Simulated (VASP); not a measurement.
Write the native input for VASP 6.6.1 that does the following.

```yaml
Task: relaxation of cell and atoms
Functional: r2SCAN
Potentials_or_basis: VASP PAW PBE potentials, release 64 (Sr_sv)
Cutoff: 600 eV
k_mesh: 9 × 9 × 9
Occupations: fermi-dirac, width 0.1 eV
Spin: no spin polarisation
Dipole_correction: no
Further_INCAR_settings: ALGO = Normal; EDIFF = 1e-07; IBRION = 2; EDIFFG = -0.01; NSW = 80; ISIF = 3
```

Sr:

```
Sr
1.0
     0.00000    3.04235    3.04235
     3.04235    0.00000    3.04235
     3.04235    3.04235    0.00000
Sr
1
Direct
  0.00000 0.00000 0.00000
```

One way to write it, as run:

POSCAR

```
Sr
1.0
    0.0000000000      3.0423500000      3.0423500000
    3.0423500000      0.0000000000      3.0423500000
    3.0423500000      3.0423500000      0.0000000000
Sr
1
Direct
    0.0000000000      0.0000000000      0.0000000000
```

INCAR.step1

```
  PREC = Accurate
  ENCUT = 600
  ISMEAR = -1
  SIGMA = 0.1
  LREAL = False
  LASPH = True
  NELM = 60
  GGA = PE
  ALGO = Normal
  EDIFF = 1E-4
  LWAVE = True
  LCHARG = False
```

INCAR.step2

```
  PREC = Accurate
  ENCUT = 600
  EDIFF = 1E-7
  ISMEAR = -1
  SIGMA = 0.1
  LREAL = False
  LASPH = True
  NELM = 60
  ALGO = Normal
  ISIF = 3
  LWAVE = False
  LCHARG = False
  METAGGA = R2SCAN
  LMIXTAU = True
  IBRION = 2
  NSW = 80
  EDIFFG = -0.01
  ISTART = 1
```

KPOINTS

```
Automatic mesh
0
Gamma
  9 9 9
```

Potentials or basis: VASP PAW PBE potentials, release 64 (Sr_sv).

Command:

```bash
$ cat potpaw_PBE.64/Sr_sv/POTCAR > POTCAR
$ cp INCAR.step1 INCAR
$ mpirun -np 1 vasp_std > vasp.out
$ cp INCAR.step2 INCAR
$ mpirun -np 1 vasp_std > vasp.out
```

Results of the run:

The relaxed volume is 56.96 Å³/atom. The relaxed cell is a = 4.319 Å, b = 4.319 Å, c = 4.319 Å, α = 60.00°, β = 60.00°, γ = 60.00°, the space group after relaxing (to 0.05 Å) is Fm-3m (No. 225) and the energy gained by relaxing is 0.3 meV/atom. The ionic steps are 3. The pressure after relaxing is 0.0 GPa and the band gap on the k mesh is zero (band 5 reaches 1.45 eV, above the bottom of band 6 at 1.44 eV).

Caveat: the PAW data sets were made with another functional, which shifts forces and pressure a little.

It took 4.6 min on 1 thread of Intel Xeon 6975P-C, on a shared host, peak memory 0.22 GiB.
